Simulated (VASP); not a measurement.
BPd4:

```
B Pd
1.0
    -2.68873    2.68873    2.68873
     2.68873   -2.68873    2.68873
     2.68873    2.68873   -2.68873
B Pd
1 4
Direct
  0.00000 0.00000 0.00000
  0.50000 0.50000 0.50000
  0.00000 0.00000 0.50000
  0.00000 0.50000 0.00000
  0.50000 0.00000 0.00000
```

The cell was built from a structure type or drawn by symmetry, and may not be a known phase.

```yaml
Program: VASP 6.6.1
Task: relaxation of cell and atoms
Functional: PBE
Potentials_or_basis: VASP PAW PBE potentials, release 64 (B, Pd)
Cutoff: 600 eV
k_mesh: 4 × 4 × 4
Occupations: gaussian, width 0.1 eV
Spin: no spin polarisation
```

At the start: pressure -5.7 GPa; volume 15.55 Å³/atom.

Q: How do energy, volume and symmetry change on relaxing?

A: Over 3 steps the energy falls by 11.0 meV/atom and the volume is 14.96 Å³/atom (-3.8 %); space group Im-3m (No. 229, to 0.1 Å) before and after.

Step by step:
| step | energy change (eV) | largest force (eV/Å) | pressure (GPa) | volume (Å³) |
| --- | --- | --- | --- | --- |
| 1 | 0.0000 | 0.0000 | -5.66 | 77.75 |
| 2 | 0.0116 | 0.0000 | 7.36 | 71.73 |
| 3 | -0.0550 | 0.0000 | -0.05 | 74.78 |

Final structure:
```cif
data_structure
_symmetry_space_group_name_H-M 'P 1'
_symmetry_Int_Tables_number 1
_cell_length_a 4.5970
_cell_length_b 4.5970
_cell_length_c 4.5970
_cell_angle_alpha 109.471
_cell_angle_beta 109.471
_cell_angle_gamma 109.471
_cell_volume 74.78
loop_
_atom_site_label
_atom_site_type_symbol
_atom_site_fract_x
_atom_site_fract_y
_atom_site_fract_z
_atom_site_occupancy
B1 B 0.00000 0.00000 0.00000 1
Pd1 Pd 0.50000 0.50000 0.50000 1
Pd2 Pd 0.00000 0.00000 0.50000 1
Pd3 Pd 0.00000 0.50000 0.00000 1
Pd4 Pd 0.50000 0.00000 0.00000 1
```

Caveat: the k points lie up to 0.42 Å⁻¹ apart in the final cell, too coarse for converged energies and pressures of a metal.
